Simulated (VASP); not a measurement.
Runs of VASP 6.6.1 on Sc. The structure is that of space group P6_3/mmc (No. 194), or close to it. The cells are those of the table. 

```csv
cell,gap on the mesh (eV),pressure (GPa)
"a = 2.957, b = 2.957, c = 4.541 Å, angles 90.0, 90.0, 120.0°, 2 atoms",none,(a)
"a = 3.142, b = 3.142, c = 4.819 Å, angles 90.0, 90.0, 120.0°, 2 atoms",none,10.0
"a = 3.283, b = 3.283, c = 5.058 Å, angles 90.0, 90.0, 120.0°, 2 atoms",none,0.0
"a = 3.043, b = 3.043, c = 4.655 Å, angles 90.0, 90.0, 120.0°, 2 atoms",none,20.1
```

Alike in all rows: task single point; level PBEsol; potentials or basis VASP PAW PBE potentials, release 64 (Sc_sv); no spin polarisation; k mesh 6 × 6 × 4; cutoff (eV) 520; smearing fermi-dirac 0.05 eV.

Problem. Fill in the values left out.

Solution. (a) 30.2.

Caveats: all runs use coarse meshes; the PAW data sets were made with another functional, which shifts forces and pressure a little.

A gap of «none» marks levels without a gap at the run's occupations.
